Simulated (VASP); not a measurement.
Here is a VASP 6.6.1 calculation.

File INCAR:

```
ALGO = Normal
EDIFF = 1E-6
ENCUT = 520
GGA = PE
ISIF = 2
ISMEAR = -1
LASPH = T
LCHARG = F
LREAL = F
LWAVE = F
NBANDS = 17
NELM = 100
PREC = Accurate
SIGMA = 0.01
```

Contents of KPOINTS:

```
k-points
0
Gamma
  9 9 9
```

Contents of POSCAR:

```
PbSe
1.0
   -0.0918645000      3.0162177500      3.0162177500
    3.0162177500     -0.0918645000      3.0162177500
    3.0162177500      3.0162177500     -0.0918645000
Pb Se
1 1
Direct
    0.0000000000      0.0000000000      0.0000000000
    0.5000000000      0.5000000000      0.5000000000
```

Potentials or basis: VASP PAW PBE potentials, release 64 (Pb_d, Se).

Command:

```sh
$ cat potpaw_PBE.64/Pb_d/POTCAR potpaw_PBE.64/Se/POTCAR > POTCAR
$ mpirun -np 1 vasp_std > vasp.out
```

(1) What does it give for the pressure?

(2) Estimate the band gap on the k mesh.

Results:

(1) 2.3 GPa.

(2) 0.42 eV, indirect (least direct gap 0.65 eV).

Caveat: the cell differs from its parent crystal (equal xy, yz and zx shear strains of -3 %); spin-orbit coupling is left out, which moves the levels of the heavy elements.
